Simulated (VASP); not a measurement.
A run of VASP 6.6.1:

INCAR

```
ALGO = Normal
DIPOL = 0.5 0.5 0.473
EDIFF = 1E-6
ENCUT = 520
GGA = PE
IDIPOL = 3
ISIF = 2
ISMEAR = 0
IVDW = 12
LASPH = True
LCHARG = False
LDIPOL = True
LREAL = Auto
LWAVE = False
NBANDS = 124
NELM = 100
PREC = Accurate
SIGMA = 0.05
```

KPOINTS

```
k-points
0
Gamma
  3 3 1
```

File POSCAR:

```
HW4Se8
1.0
    6.5580551065      0.0000000000      0.0000000000
   -3.2790275533      5.6794423217      0.0000000000
    0.0000000000      0.0000000000     28.5130503180
Se W H
16 8 2
Direct
    0.1666666667      0.3333333333      0.2805732783
    0.1666666667      0.8333333333      0.2805732783
    0.6666666667      0.3333333333      0.2805732783
    0.6666666667      0.8333333333      0.2805732783
    0.1666666667      0.3333333333      0.3987207473
    0.1666666667      0.8333333333      0.3987207473
    0.6666666667      0.3333333333      0.3987207473
    0.6666666667      0.8333333333      0.3987207473
    0.3333776906      0.1667553812      0.5048979899
    0.3333776906      0.6666223094      0.5048979899
    0.8333333333      0.1666666667      0.5049162699
    0.8332446188      0.6666223094      0.5048979899
    0.3332367251      0.1664734503      0.6231323909
    0.3332367251      0.6667632749      0.6231323909
    0.8333333333      0.1666666667      0.6232086111
    0.8335265497      0.6667632749      0.6231323909
    0.3333333333      0.1666666667      0.3396470128
    0.3333333333      0.6666666667      0.3396470128
    0.8333333333      0.1666666667      0.3396470128
    0.8333333333      0.6666666667      0.3396470128
    0.1666344514      0.3333172257      0.5640327684
    0.1666666667      0.8333333333      0.5639738224
    0.6666827743      0.3333172257      0.5640327684
    0.6666827743      0.8333655486      0.5640327684
    0.5000000000      0.5000000000      0.7186878858
    0.5000000000      0.5000000000      0.7450454703
```

Potentials or basis: VASP PAW PBE potentials, release 64 (Se, W_sv, H).

The run is started by

```bash
$ cat potpaw_PBE.64/Se/POTCAR potpaw_PBE.64/W_sv/POTCAR potpaw_PBE.64/H/POTCAR > POTCAR
$ mpirun -np 1 vasp_std > vasp.out
```

Hardware: 1 thread of AMD EPYC 7R43 64-Core Processor (Zen 3) (shared host).

How long does it take, and how much memory?

Wall time 30 min on 1 thread of AMD EPYC 7R43 64-Core Processor (Zen 3), on a shared host, peak memory 1.2 GiB. Counts: scf iterations 28, k points 3.
